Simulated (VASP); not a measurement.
A run of VASP 6.6.1:

INCAR

```
SYSTEM = BiB2N
PREC = Accurate
ENCUT = 520
EDIFF = 1E-6
ISMEAR = -1
SIGMA = 0.02
LREAL = .FALSE.
LASPH = .TRUE.
NELM = 100
ALGO = Normal
ISIF = 2
LWAVE = .FALSE.
LCHARG = .TRUE.
GGA = PE
LELF = .TRUE.
LVHAR = .TRUE.
NBANDS = 21
```

Contents of KPOINTS:

```
Automatic mesh
0
G
  10 10 4
  0 0 0
```

File POSCAR:

```
BiB2N
1.0
    2.8282886629      0.0000000000      0.0000000000
    0.0000000000      2.8282886629      0.0000000000
    0.0000000000      0.0000000000      6.5260670168
N B Bi
1 2 1
Direct
    0.0000000000      0.0000000000      0.0000000000
    0.0000000000      0.5000000000      0.8819061834
    0.5000000000      0.0000000000      0.1180938166
    0.5000000000      0.5000000000      0.5000000000
```

Potentials or basis: VASP PAW PBE potentials, release 64 (N, B, Bi_d).

Command:

```bash
$ cat potpaw_PBE.64/N/POTCAR potpaw_PBE.64/B/POTCAR potpaw_PBE.64/Bi_d/POTCAR > POTCAR
$ mpirun -np 1 vasp_std > vasp.out
```

Hardware: 1 thread of Intel(R) Xeon(R) Platinum 8375C CPU @ 2.90GHz (Ice Lake), on a shared host.

**Question.** How long does it take, and how much memory?

**Answer.** It took 80 s on 1 thread of Intel(R) Xeon(R) Platinum 8375C CPU @ 2.90GHz (Ice Lake) (shared host), peak memory 0.22 GiB. Counts: scf iterations 13, k points 63.
